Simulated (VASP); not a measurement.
Write the native input for VASP 6.6.1 that does the following.

| Property | Result |
| --- | --- |
| Task | single point |
| Functional | RPBE |
| Potentials or basis | VASP PAW PBE potentials, release 64 (Cr_pv) |
| Cutoff | 520 eV |
| k mesh | 12 × 12 × 12 |
| Occupations | fermi-dirac, width 0.05 eV |
| Spin | collinear spin, antiferromagnetic start |
| Starting moments | [2.345, -2.345] μB |
| Dipole correction | no |
| Further INCAR settings | ALGO = Normal; EDIFF = 1e-06; NBANDS = 23 |

The structure of Cr lies in POSCAR:

```
Cr
1.0
    0.0000000000      2.5250087304      2.5250087304
    2.5250087304      0.0000000000      2.5250087304
    2.5250087304      2.5250087304      0.0000000000
Cr
2
Direct
    0.0000000000      0.0000000000      0.0000000000
    0.5000000000      0.5000000000      0.5000000000
```

This cell differs from its parent crystal: volume scaled by 1.08.

One way to write it, as run:

INCAR

```
PREC = Accurate
ENCUT = 520
EDIFF = 1E-6
ISMEAR = -1
SIGMA = 0.05
LREAL = F
LASPH = T
NELM = 150
ALGO = Normal
ISIF = 2
LWAVE = F
LCHARG = F
ISPIN = 2
MAGMOM = 2.345 -2.345
LORBIT = 11
LMAXMIX = 4
GGA = RP
NBANDS = 23
```

KPOINTS

```
Automatic mesh
0
Gamma
  12 12 12
```

Potentials or basis: VASP PAW PBE potentials, release 64 (Cr_pv).

The run is started by

```console
$ cat potpaw_PBE.64/Cr_pv/POTCAR > POTCAR
$ mpirun -np 1 vasp_std > vasp.out
```

It gave:

* Pressure: -3.1 GPa
* Band gap on the k mesh: zero (filled and empty bands overlap)
* Net moment: 0.00 μB per cell
* Site moments: Cr +2.85, -2.85 μB
* Valence electrons inside the program's atomic spheres: Cr 10.77

Caveat: the PAW data sets were made with another functional, which shifts forces and pressure a little.

Wall time 72 s on 1 thread of Intel Xeon 6975P-C, on a shared host, peak memory 0.22 GiB.
